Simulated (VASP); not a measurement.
# NbP (P6_3/mmc) in VASP: notebook

The runs below take NbP through single point, relaxation of shape and atoms at fixed volume, with PBE.

All numbers are computed with VASP 6.6.1; they aren't measurements. Logs are shortened: lines on timing, memory, paths and dates and some standing lists are left out, and cuts for length are marked.

**1. The cell of the first run**

It takes space group P6_3/mmc (No. 194, hexagonal). Conventional cell: a = 3.374 Å, b = 3.374 Å, c = 6.750 Å, α = 90.00°, β = 90.00°, γ = 120.00°. Within 3.4 Å of Nb (site symmetry -3m) lie 6 P at 2.58 Å and 8 Nb at 3.37 Å. Within 3.4 Å of P (site symmetry -6m2) lie 6 Nb at 2.58 Å and 6 P at 3.37 Å.

**2. Single point, PBE (16.63 Å³/atom)**

Input file INCAR:

```
SYSTEM = NbP
  PREC = Accurate
  ENCUT = 500
  EDIFF = 1E-6
  ISMEAR = 0
  SIGMA = 0.05
  LREAL = .False.
  LASPH = .True.
  NELM = 120
  ALGO = Normal
  ISIF = 2
  LWAVE = .False.
  LCHARG = .False.
  GGA = PE
  NBANDS = 26
  GGA_COMPAT = .False.
```

Input file KPOINTS:

```
Automatic mesh
0
Gamma
  10 10 8
  0 0 0
```

Input file POSCAR:

```
NbP
1.0
    3.3736097166      0.0000000000      0.0000000000
   -1.6868048583      2.9216317170      0.0000000000
    0.0000000000      0.0000000000      6.7497041784
Nb P
2 2
Direct
    0.0000000000      0.0000000000      0.0000000000
    0.0000000000      0.0000000000      0.5000000000
    0.3333333333      0.6666666667      0.2500000000
    0.6666666667      0.3333333333      0.7500000000
```

Potentials or basis: VASP PAW PBE potentials, release 64 (Nb_sv, P).

On the command line:

```sh
$ cat potpaw_PBE.64/Nb_sv/POTCAR potpaw_PBE.64/P/POTCAR > POTCAR
$ mpirun -np 1 vasp_std > vasp.out
```

OUTCAR:

```text
SYSTEM = NbP
   PREC = Accurate
   ENCUT = 500
   EDIFF = 1E-6
   ISMEAR = 0
   LREAL = .False.
   LASPH = .True.
   NELM = 120
   ISIF = 2
   GGA = PE

 ion  position               nearest neighbor table
   1  0.000  0.000  0.000-   3 2.58   4 2.58   3 2.58   4 2.58   4 2.58   3 2.58
   2  0.000  0.000  0.500-   3 2.58   4 2.58   3 2.58   4 2.58   4 2.58   3 2.58
   3  0.333  0.667  0.250-   1 2.58   2 2.58   1 2.58   2 2.58   1 2.58   2 2.58
   4  0.667  0.333  0.750-   1 2.58   2 2.58   1 2.58   2 2.58   1 2.58   2 2.58

  LATTYP: Found a hexagonal cell.
 ALAT       =     3.3736097166
 C/A-ratio  =     2.0007365242

  Lattice vectors:

 A1 = (   3.3736097166,   0.0000000000,   0.0000000000)
 A2 = (  -1.6868048583,   2.9216317170,   0.0000000000)
 A3 = (   0.0000000000,   0.0000000000,   6.7497041784)

Analysis of symmetry for initial positions (statically):
=====================================================================
 Subroutine PRICEL returns:
 Original cell was already a primitive cell.

 Routine SETGRP: Setting up the symmetry group for a
 hexagonal supercell.

 Subroutine GETGRP returns: Found 24 space group operations
 (whereof 12 operations were pure point group operations)
 out of a pool of 24 trial point group operations.

The static configuration has the point symmetry D_3d.
 The point group associated with its full space group is D_6h.

Analysis of symmetry for dynamics (positions and initial velocities):
=====================================================================
 Subroutine PRICEL returns:
 Original cell was already a primitive cell.

 Routine SETGRP: Setting up the symmetry group for a
 hexagonal supercell.

 Subroutine GETGRP returns: Found 24 space group operations
 (whereof 12 operations were pure point group operations)
 out of a pool of 24 trial point group operations.

The dynamic configuration has the point symmetry D_3d.
 The point group associated with its full space group is D_6h.

 Subroutine INISYM returns: Found 24 space group operations
 (whereof 12 operations are pure point group operations),
 and found     1 'primitive' translations

----------------------------------------------------------------------------------------

                                     Primitive cell

  volume of cell :      66.5281

  direct lattice vectors                    reciprocal lattice vectors
     3.373609717  0.000000000  0.000000000     0.296418402  0.171137244  0.000000000
    -1.686804858  2.921631717  0.000000000     0.000000000  0.342274488  0.000000000
     0.000000000  0.000000000  6.749704178     0.000000000  0.000000000  0.148154641

  length of vectors
     3.373609717  3.373609717  6.749704178     0.342274488  0.342274488  0.148154641

  position of ions in fractional coordinates (direct lattice)
     0.000000000  0.000000000  0.000000000
     0.000000000  0.000000000  0.500000000
     0.333333333  0.666666667  0.250000000
     0.666666667  0.333333333  0.750000000

  ion indices of the primitive-cell ions
   primitive index   ion index
                 1           1
                 2           2
                 3           3
                 4           4

----------------------------------------------------------------------------------------

 KPOINTS: Automatic mesh

Automatic generation of k-mesh.
 Grid dimensions read from file:
 generate k-points for:   10   10    8

 Generating k-lattice:

  Cartesian coordinates                     Fractional coordinates (reciprocal lattice)
     0.029641840  0.017113724  0.000000000     0.100000000 -0.000000000  0.000000000
     0.000000000  0.034227449  0.000000000     0.000000000  0.100000000  0.000000000
     0.000000000  0.000000000  0.018519330     0.000000000  0.000000000  0.125000000

  Length of vectors
     0.034227449  0.034227449  0.018519330

  Shift w.r.t. Gamma in fractional coordinates (k-lattice)
     0.000000000  0.000000000  0.000000000

 Subroutine IBZKPT returns following result:
 ===========================================

 Found     70 irreducible k-points:

 Following reciprocal coordinates:
            Coordinates               Weight
  0.000000  0.000000  0.000000      1.000000
  0.100000  0.000000  0.000000      6.000000
  0.200000  0.000000  0.000000      6.000000
  0.300000  0.000000  0.000000      6.000000
  0.400000  0.000000  0.000000      6.000000
  0.500000  0.000000  0.000000      3.000000
[... 16 lines left out ...]
  0.300000  0.100000  0.125000     24.000000
  0.400000  0.100000  0.125000     24.000000
 [... further k-points ...]
   k-points           NKPTS =     70   k-points in BZ     NKDIM =     70   number of bands    NBANDS=     26
   number of dos      NEDOS =    301   number of ions     NIONS =      4
   total plane-waves  NPLWV =  39200
   dimension x,y,z NGX =    28 NGY =   28 NGZ =   50
   dimension x,y,z NGXF=    56 NGYF=   56 NGZF=  100
   ions per type =               2   2
   NGX,Y,Z   is equivalent  to a cutoff of  13.80, 13.80, 12.32 a.u.
   NGXF,Y,Z  is equivalent  to a cutoff of  27.60, 27.60, 24.63 a.u.
 SYSTEM =  NbP
   PREC   = accura    normal or accurate (medium, high low for compatibility)
   ISTART =      0    job   : 0-new  1-cont  2-samecut
   ICHARG =      2    charge: 1-file 2-atom 10-const
   ISPIN  =      1    spin polarized calculation?
   LNONCOLLINEAR =      F non collinear calculations
   LSORBIT =      F    spin-orbit coupling
   LASPH  =      T    aspherical Exc in radial PAW
   ENCUT  =  500.0 eV  36.75 Ry    6.06 a.u.   6.15  6.15 12.31*2*pi/ulx,y,z
   NELM   =    120;   NELMIN=  2; NELMDL= -5     # of ELM steps
   EDIFF  = 0.1E-05   stopping-criterion for ELM
   LREAL  =      F    real-space projection
   EDIFFG = 0.1E-04   stopping-criterion for IOM
   NSW    =      0    number of steps for IOM
   IBRION =     -1    ionic relax: 0-MD 1-quasi-New 2-CG
   NFREE  =      0    steps in history (QN), initial steepest desc. (CG)
   ISIF   =      2    stress and relaxation
   ISYM   =      2    0-nonsym 1-usesym 2-fastsym
   POTIM  = 0.5000    time-step for ionic-motion
   TEBEG  =    0.0;   TEEND  =   0.0 temperature during run
   PSTRESS=    0.0 pullay stress
   NELECT =      36.0000    total number of electrons
   NUPDOWN=      -1.0000    fix difference up-down
   EMIN   =  10.00;   EMAX   =-10.00  energy-range for DOS
   EFERMI =   0.00;   METHOD = LEGACY
   ISMEAR =     0;   SIGMA  =   0.05  broadening in eV -4-tet -1-fermi 0-gaus
   EFERMI_NEDOS =   21; number of points for ismear=-14 and -15
   IALGO  =     38    algorithm
   IMIX   =      4    mixing-type and parameters
     AMIX     =   0.40;   BMIX     =  1.00
     AMIX_MAG =   1.60;   BMIX_MAG =  1.00
  volume/ion in A,a.u.               =      16.63       112.24
  Fermi-wavevector in a.u.,A,eV,Ry     =   1.334056  2.521000 24.214353  1.779705
  Thomas-Fermi vector in A             =   2.462867
   LORBIT       =      0    0 simple, 1 ext, 2 COOP (PROOUT), +10 PAW based schemes
   GGA     = PE    functional components
   LHFCALC =     F    Hartree Fock is set to
   AEXX    =    0.0000 exact exchange contribution
   IVDW    =     0    specifies the selected vdW correction
   LEPSILON=     F    determine dielectric tensor
   LRPA    =     F    only Hartree local field effects (RPA)
 non-spin polarized calculation
 Gauss-broadening in eV      SIGMA  =   0.05
  energy-cutoff  :      500.00
  volume of cell :       66.53
 maximum number of plane-waves:      1729
 NGX is ok and might be reduce to    28
   NGX = 13   NGY = 13   NGZ = 25

 number of electron      35.9999997 magnetization

 Free energy of the ion-electron system (eV)
  ---------------------------------------------------
  ext. energy  EPLUGINS =         0.00000000
  ---------------------------------------------------
  free energy    TOTEN  =       -35.02610580 eV

  energy without entropy =      -35.02316984  energy(sigma->0) =      -35.02463782

 E-fermi :  10.2029     XC(G=0): -11.8260

 val. band max:       10.1999356330   @ k =   0.2000   0.2000   0.2500
 cond. band min:      10.2111490978   @ k =   0.2000   0.0000   0.0000
 fundamental gap:      0.0112134648
 Fermi energy:        10.2029088253

 k-point     1 :       0.0000    0.0000    0.0000
  band No.  band energies     occupation
      1     -44.8456      2.00000
      2     -44.8294      2.00000
      3     -21.0959      2.00000
      4     -20.8388      2.00000
      5     -20.7792      2.00000
      6     -20.7792      2.00000
[... 18 lines left out ...]
     25      15.3828      0.00000
     26      16.4928      0.00000

 k-point     2 :       0.1000    0.0000    0.0000
  band No.  band energies     occupation
      1     -44.8427      2.00000
      2     -44.8267      2.00000
      3     -21.0886      2.00000
      4     -20.8345      2.00000
      5     -20.8111      2.00000
      6     -20.7871      2.00000
[... 18 lines left out ...]
     25      15.5006      0.00000
     26      16.1398      0.00000

 k-point     3 :       0.2000    0.0000    0.0000
  band No.  band energies     occupation
      1     -44.8352      2.00000
      2     -44.8194      2.00000
      3     -21.0695      2.00000
      4     -20.8939      2.00000
      5     -20.8643      2.00000
      6     -20.8230      2.00000
[... 18 lines left out ...]
     25      14.6308      0.00000
     26      15.8961      0.00000

 k-point     4 :       0.3000    0.0000    0.0000
  band No.  band energies     occupation
      1     -44.8259      2.00000
      2     -44.8105      2.00000
      3     -21.0461      2.00000
      4     -20.9941      2.00000
      5     -20.9584      2.00000
      6     -20.8286      2.00000
[... 18 lines left out ...]
     25      14.4207      0.00000
     26      16.2914      0.00000

 k-point     5 :       0.4000    0.0000    0.0000
  band No.  band energies     occupation
      1     -44.8184      2.00000
      2     -44.8032      2.00000
      3     -21.0755      2.00000
      4     -21.0334      2.00000
      5     -21.0254      2.00000
      6     -20.8473      2.00000
[... 18 lines left out ...]
     25      15.1978      0.00000
     26      16.2216      0.00000

 k-point     6 :       0.5000    0.0000    0.0000
  band No.  band energies     occupation
      1     -44.8155      2.00000
      2     -44.8004      2.00000
      3     -21.1054      2.00000
      4     -21.0619      2.00000
      5     -21.0183      2.00000
      6     -20.8544      2.00000
[... 427 lines left out ...]
 k-point    21 :       0.1000    0.1000    0.1250
  band No.  band energies     occupation
      1     -44.8369      2.00000
      2     -44.8223      2.00000
      3     -21.0662      2.00000
      4     -20.8654      2.00000
      5     -20.8394      2.00000
      6     -20.8360      2.00000
[... 18 lines left out ...]
     25      15.1931      0.00000
     26      15.3068      0.00000

 k-point    22 :       0.2000    0.1000    0.1250
  band No.  band energies     occupation
      1     -44.8285      2.00000
      2     -44.8142      2.00000
      3     -21.0451      2.00000
      4     -20.9509      2.00000
      5     -20.9199      2.00000
      6     -20.8277      2.00000
[... 18 lines left out ...]
     25      14.6485      0.00000
     26      15.4642      0.00000

 k-point    23 :       0.3000    0.1000    0.1250
  band No.  band energies     occupation
      1     -44.8201      2.00000
      2     -44.8060      2.00000
      3     -21.0367      2.00000
      4     -21.0222      2.00000
      5     -20.9990      2.00000
      6     -20.8546      2.00000
[... 18 lines left out ...]
     25      15.0352      0.00000
     26      15.7738      0.00000

 k-point    24 :       0.4000    0.1000    0.1250
  band No.  band energies     occupation
      1     -44.8149      2.00000
      2     -44.8010      2.00000
      3     -21.0867      2.00000
      4     -21.0476      2.00000
      5     -21.0100      2.00000
      6     -20.8712      2.00000
[... 18 lines left out ...]
     25      15.1677      0.00000
     26      15.7539      0.00000

 [... further k-points ...]

------------------------ aborting loop because EDIFF is reached ----------------------------------------

  FORCE on cell =-STRESS in cart. coord.  units (eV):
  Direction    XX          YY          ZZ          XY          YZ          ZX
  --------------------------------------------------------------------------------------
  -------------------------------------------------------------------------------------
  Total       -2.7947318     -2.7947318     -2.8375661      0.0000000     -0.0000000      0.0000000
  in kB      -67.3047440    -67.3047440    -68.3363101      0.0000000     -0.0000000      0.0000000
  external PRESSURE =     -67.6485994 kB  Pullay stress =       0.0000000 kB

 VOLUME and BASIS-vectors are now :
 -----------------------------------------------------------------------------
  energy-cutoff  :      500.00
  volume of cell :       66.53
      direct lattice vectors                 reciprocal lattice vectors
     3.373609717  0.000000000  0.000000000     0.296418402  0.171137244  0.000000000
    -1.686804858  2.921631717  0.000000000     0.000000000  0.342274488  0.000000000
     0.000000000  0.000000000  6.749704178     0.000000000  0.000000000  0.148154641

 POSITION                                       TOTAL-FORCE (eV/Angst)
 -----------------------------------------------------------------------------------
      0.00000      0.00000      0.00000         0.000000      0.000000      0.000000
      0.00000      0.00000      3.37485         0.000000      0.000000      0.000000
     -0.00000      1.94775      1.68743         0.000000      0.000000      0.000000
      1.68680      0.97388      5.06228        -0.000000     -0.000000     -0.000000
 -----------------------------------------------------------------------------------
    total drift:                               -0.000000      0.000000      0.000000

  FREE ENERGIE OF THE ION-ELECTRON SYSTEM (eV)
  ---------------------------------------------------
  free  energy   TOTEN  =       -35.0261058026 eV

  energy  without entropy=      -35.0231698385  energy(sigma->0) =      -35.02463782
```

It took 74 s on 1 thread of Intel Xeon 6975P-C (Granite Rapids), shared host; peak memory 0.24 GiB.

What came out:

```yaml
Free_energy: -35.0261 eV
Pressure: -6.8 GPa
Band_gap_on_the_k_mesh: zero (bands 18 and 19 overlap by 0.45 eV)
```

Stress tensor (GPa, compression positive):
```
-6.73  0.00  0.00
 0.00 -6.73  0.00
 0.00  0.00 -6.83
```

Caveat: the cell stands under tension.

**3. Relaxation of shape and atoms at fixed volume, PBE (15.11 Å³/atom)**

This run uses another cell than the first one, of 15.11 Å³/atom.

Input file INCAR:

```
ALGO = Normal ; EDIFF = 1E-7
EDIFFG = -0.01 ; ENCUT = 500
GGA = PE ; GGA_COMPAT = F
IBRION = 2 ; ISIF = 4
ISMEAR = 0 ; LASPH = T
LCHARG = F ; LREAL = F
LWAVE = F ; NELM = 120
NELMIN = 4 ; NSW = 60
PREC = Accurate ; SIGMA = 0.05
```

Input file KPOINTS:

```
k-points
0
Gamma
  10 10 8
```

Input file POSCAR:

```
NbP
1.0
    3.2380109394      0.0000000000      0.0000000000
   -1.6190054697      2.8041997312      0.0000000000
    0.0000000000      0.0000000000      6.6575779933
Nb P
2 2
Direct
    0.0000000000      0.0000000000      0.0000000000
    0.0000000000      0.0000000000      0.5000000000
    0.3333333333      0.6666666667      0.2500000000
    0.6666666667      0.3333333333      0.7500000000
```

Potentials or basis: VASP PAW PBE potentials, release 64 (Nb_sv, P).

On the command line:

```sh
$ cat potpaw_PBE.64/Nb_sv/POTCAR potpaw_PBE.64/P/POTCAR > POTCAR
$ mpirun -np 1 vasp_std > vasp.out
```

Run time: 83 s. Hardware: 1 thread of Intel Xeon 6975P-C (Granite Rapids), shared host; peak memory 0.22 GiB.

Results (log left out):

```yaml
Free_energy: -34.9734 eV
Energy_gained_by_relaxing: 0.1 meV/atom
Ionic_steps: 3
Pressure_after_relaxing: 10.7 GPa
Band_gap_on_the_k_mesh: zero (bands 18 and 19 overlap by 0.60 eV)
```

Step by step:
| step | energy change (eV) | largest force (eV/Å) | pressure (GPa) | volume (Å³) |
| --- | --- | --- | --- | --- |
| 1 | 0.0000 | 0.0000 | 10.93 | 60.45 |
| 2 | -0.0005 | 0.0000 | 10.77 | 60.45 |
| 3 | -0.0005 | 0.0000 | 10.73 | 60.45 |

Final structure:
```cif
data_structure
_symmetry_space_group_name_H-M 'P 1'
_symmetry_Int_Tables_number 1
_cell_length_a 3.2326
_cell_length_b 3.2326
_cell_length_c 6.6798
_cell_angle_alpha 90.000
_cell_angle_beta 90.000
_cell_angle_gamma 120.000
_cell_volume 60.45
loop_
_atom_site_label
_atom_site_type_symbol
_atom_site_fract_x
_atom_site_fract_y
_atom_site_fract_z
_atom_site_occupancy
Nb1 Nb 0.00000 0.00000 0.00000 1
Nb2 Nb 0.00000 0.00000 0.50000 1
P1 P 0.33333 0.66667 0.25000 1
P2 P 0.66667 0.33333 0.75000 1
```

Levels at points of the mesh, in eV from the Fermi level:
```csv
k point,band 16,band 17,band 18,band 19,band 20,band 21
"(0.00, 0.00, 0.00)",-0.58,-0.58,-0.01,-0.01,1.54,1.54
"(0.50, 0.00, 0.00)",-2.45,-1.60,-0.24,0.80,3.13,3.18
"(0.00, 0.00, 0.50)",-1.92,0.16,0.16,0.64,0.64,0.64
"(0.50, 0.00, 0.50)",-2.41,-1.63,-1.63,2.91,2.91,3.23
```

**4. Relaxation of shape and atoms at fixed volume, PBE (15.35 Å³/atom)**

This run uses another cell than the first one, of 15.35 Å³/atom.

Input file INCAR:

```
  PREC = Accurate
  ENCUT = 500
  EDIFF = 1E-7
  ISMEAR = 0
  SIGMA = 0.05
  LREAL = F
  LASPH = T
  NELM = 120
  ALGO = Normal
  ISIF = 4
  LWAVE = F
  LCHARG = F
  GGA = PE
  IBRION = 2
  NSW = 60
  EDIFFG = -0.01
  GGA_COMPAT = F
  NELMIN = 4
```

Input file KPOINTS:

```
Automatic mesh
0
Gamma
  10 10 8
```

Input file POSCAR:

```
NbP
1.0
    3.2631158195      0.0000000000      0.0000000000
   -1.6315579098      2.8259411952      0.0000000000
    0.0000000000      0.0000000000      6.6595875589
Nb P
2 2
Direct
    0.0000000000      0.0000000000      0.0000000000
    0.0000000000      0.0000000000      0.5000000000
    0.3333333333      0.6666666667      0.2500000000
    0.6666666667      0.3333333333      0.7500000000
```

On the command line:

```sh
$ cat potpaw_PBE.64/Nb_sv/POTCAR potpaw_PBE.64/P/POTCAR > POTCAR
$ mpirun -np 1 vasp_std > vasp.out
```

Run time: 84 s. Hardware: 1 thread of Intel Xeon 6975P-C (Granite Rapids), shared host; peak memory 0.22 GiB.

Results (log left out):

| Property | Result |
| --- | --- |
| Free energy | -35.0280 eV |
| Energy gained by relaxing | 0.2 meV/atom |
| Ionic steps | 3 |
| Pressure after relaxing | 7.4 GPa |
| Band gap on the k mesh | zero (bands 18 and 19 overlap by 0.57 eV) |

The path:
```
step  energy change (eV)  largest force (eV/Å)  pressure (GPa)  volume (Å³)
   1              0.0000                0.0000            7.63        61.41
   2             -0.0009                0.0000            7.44        61.41
   3             -0.0010                0.0000            7.35        61.41
```

Final structure:
```
Nb P
1.0
     3.25542    0.00000    0.00000
    -1.62771    2.81928    0.00000
     0.00000    0.00000    6.69111
Nb P
2 2
Direct
  0.00000 0.00000 0.00000
  0.00000 0.00000 0.50000
  0.33333 0.66667 0.25000
  0.66667 0.33333 0.75000
```

Levels at points of the mesh, in eV from the Fermi level:
```tsv
k point	band 15	band 16	band 17	band 18	band 19	band 20	band 21	band 22
(0.00, 0.00, 0.00)	-1.09	-0.57	-0.57	-0.03	-0.03	1.46	1.46	1.92
(0.50, 0.00, 0.00)	-2.81	-2.48	-1.53	-0.30	0.79	3.02	3.15	3.24
(0.00, 0.00, 0.50)	-1.93	-1.93	0.18	0.18	0.61	0.61	0.61	0.61
(0.50, 0.00, 0.50)	-2.41	-2.41	-1.59	-1.59	2.88	2.88	3.12	3.12
```

**5. Summary**

```tsv
task	cell	gap on the mesh (eV)	pressure (GPa)
single point	a = 3.374, b = 3.374, c = 6.750 Å, angles 90.0, 90.0, 120.0°, 4 atoms	none	-6.8
relaxation of shape and atoms at fixed volume	relaxed from a = 3.238, b = 3.238, c = 6.658 Å, angles 90.0, 90.0, 120.0°, 4 atoms	none	10.7
relaxation of shape and atoms at fixed volume	relaxed from a = 3.263, b = 3.263, c = 6.660 Å, angles 90.0, 90.0, 120.0°, 4 atoms	none	7.4
```

Alike in all rows: level PBE; potentials or basis VASP PAW PBE potentials, release 64 (Nb_sv, P); no spin polarisation; k mesh 10 × 10 × 8; cutoff (eV) 500; smearing gaussian 0.05 eV.

Caveats: the cell stands under tension (at least some runs).

Absolute energies hang on the potentials; compare differences alone.
